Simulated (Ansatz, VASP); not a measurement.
SrI3 in VASP and in Ansatz

```xyz
4
Lattice="-2.4869 2.4869 6.1633 2.4869 -2.4869 6.1633 2.4869 2.4869 -6.1633" Properties=species:S:1:pos:R:3 pbc="T T T"
Sr    0.0000    0.0000    0.0000
I     0.0000    0.0000    6.1633
I     2.4869    0.0000    3.0816
I     0.0000    2.4869    3.0816
```

Alike in both runs: functional PBE; k mesh 12 × 12 × 12; occupations gaussian, width 0.1 eV; no spin polarisation.

Ansatz relaxed the structure, and its values are those at the end. VASP's run is a single point on that final structure, the one shown.

|  | VASP | Ansatz |
| --- | --- | --- |
| version | VASP 6.6.1 | Ansatz 0.2.0 |
| potentials or method | VASP PAW PBE potentials, release 64 (Sr_sv, I), cutoff 520 eV | scalar-relativistic, plane waves, PAW |
| valence electrons in the cell | 31 | 61 |

|  | VASP | Ansatz | Ansatz less VASP |
| --- | --- | --- | --- |
| gap on the k mesh at the Fermi level (eV) | none | none | - |
| pressure (GPa) | 0.0 | 0.0 | -0.03 |

A gap of «none» marks a metal or a gap that the smearing closes. The functional is the same, so the differences come from potentials, cutoffs and numerics. VASP's potentials hold 31 valence electrons a cell and Ansatz's 61, so a difference there can come from the potentials and not from the codes.

Spin-orbit coupling is off throughout.
